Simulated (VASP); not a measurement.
Write the native input for VASP 6.6.1 that does the following.

- Task: single point
- Functional: PBE
- Dispersion: D3(BJ)
- Potentials or basis: VASP PAW PBE potentials, release 64 (Sn_d, Se)
- Cutoff: 520 eV
- k mesh: 2 × 4 × 4
- Occupations: gaussian, width 0.1 eV
- Spin: no spin polarisation
- Dipole correction: no
- Further INCAR settings: ALGO = Normal; EDIFF = 1e-07; NBANDS = 50

The structure of SnSe lies in POSCAR:

```
SnSe
1.0
   11.4200000000      0.0000000000      0.0000000000
    0.0000000000      4.1900000000      0.0000000000
    0.0000000000      0.0000000000      4.4600000000
Sn Se
4 4
Direct
    0.1230000000      0.2500000000      0.0910000000
    0.3770000000      0.7500000000      0.5910000000
    0.6230000000      0.2500000000      0.4090000000
    0.8770000000      0.7500000000      0.9090000000
    0.3570000000      0.2500000000      0.0160000000
    0.1430000000      0.7500000000      0.5160000000
    0.8570000000      0.2500000000      0.4840000000
    0.6430000000      0.7500000000      0.9840000000
```

These files were run (other wordings do the same):

INCAR

```
SYSTEM = SnSe
  PREC = Accurate
  ENCUT = 520
  EDIFF = 1E-7
  ISMEAR = 0
  SIGMA = 0.1
  LREAL = .False.
  LASPH = .True.
  NELM = 100
  ALGO = Normal
  ISIF = 2
  LWAVE = .False.
  LCHARG = .False.
  GGA = PE
  IVDW = 12
  NBANDS = 50
```

KPOINTS

```
regular mesh
0
Gamma
  2 4 4
  0 0 0
```

Potentials or basis: VASP PAW PBE potentials, release 64 (Sn_d, Se).

Command:

```sh
$ cat potpaw_PBE.64/Sn_d/POTCAR potpaw_PBE.64/Se/POTCAR > POTCAR
$ mpirun -np 1 vasp_std > vasp.out
```

Results of the run:

The pressure is 0.2 GPa and the largest force is 0.289 eV/Å. The band gap on the k mesh is 1.08 eV, indirect (least direct gap 1.31 eV). The dispersion energy per atom is -0.362 eV.

Caveat: spin-orbit coupling is left out, which moves the levels of the heavy elements.

It took 2.2 min on 1 thread of AMD EPYC 9R14 (Zen 4), with other jobs on the host, peak memory 0.37 GiB.
